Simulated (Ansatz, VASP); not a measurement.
## Zn in VASP and in Ansatz

Contents of INCAR:

```
ALGO     = Normal         # electronic algorithm
EDIFF    = 1E-8           # SCF threshold, eV
ENCUT    = 520            # plane-wave cutoff, eV
GGA      = PE             # functional
ISIF     = 2              # what is computed and relaxed
ISMEAR   = -1             # smearing method
LASPH    = T              # aspherical terms in the spheres
LCHARG   = F              # write CHGCAR
LEFG     = T            
LREAL    = F              # projectors in reciprocal space
LWAVE    = F              # write WAVECAR
NBANDS   = 19             # bands
NELM     = 100            # most SCF steps
PREC     = Accurate       # precision mode
SIGMA    = 0.03           # smearing width, eV
```

KPOINTS

```
k-points
0
Gamma
  18 18 8
```

The input POSCAR:

```
Zn
1.0
    2.6824462367      0.0000000000      0.0000000000
   -1.3412231184      2.3230665853      0.0000000000
    0.0000000000      0.0000000000      4.9794605574
Zn
2
Direct
    0.3333333333      0.6666666667      0.2500000000
    0.6666666667      0.3333333333      0.7500000000
```

Input for Ansatz:

```yaml
crystal:
  lattice:
    - [2.6824462367, 0.0, 0.0]
    - [-1.3412231184, 2.3230665853, 0.0]
    - [0.0, 0.0, 4.9794605574]
  atoms:
    - { symbol: Zn, position: [0.3333333333, 0.6666666667, 0.25] }
    - { symbol: Zn, position: [0.6666666667, 0.3333333333, 0.75] }
kpoints:
  mp_grid: { grid: [18, 18, 8] }
scf:
  occupations: { method: fermi_dirac, width: 0.03 }
hamiltonian:
  xc: pbe
  pseudopotentials: { kind: all_electron, datasets: crystal }
output:
  forces: true
  stress: true
  eigenvalues: true
  efg: { contact_densities: true }
```

Change from the starting cell: volume scaled by 1.02, crystal datasets.

Alike in both runs: task electric field gradients; functional PBE; k mesh 18 × 18 × 8; occupations fermi-dirac, width 0.03 eV; no spin polarisation.

```csv
,VASP,Ansatz
version,VASP 6.6.1,Ansatz 0.2.0
potentials or method,"VASP PAW PBE potentials, release 64 (Zn), cutoff 520 eV","all-electron PAW with datasets made for the crystal, scalar-relativistic"
```

```tsv
	VASP	Ansatz	Ansatz less VASP
pressure (GPa)	-1.4	-1.7	-0.29
traceless stress, the component that is largest in VASP (GPa)	0.95	1.06	+0.104
size of Vzz on the site where it differs most (V/Å²)	33.9	33.9	+0.02
```

Ansatz ran all-electron here, and VASP with PAW potentials.
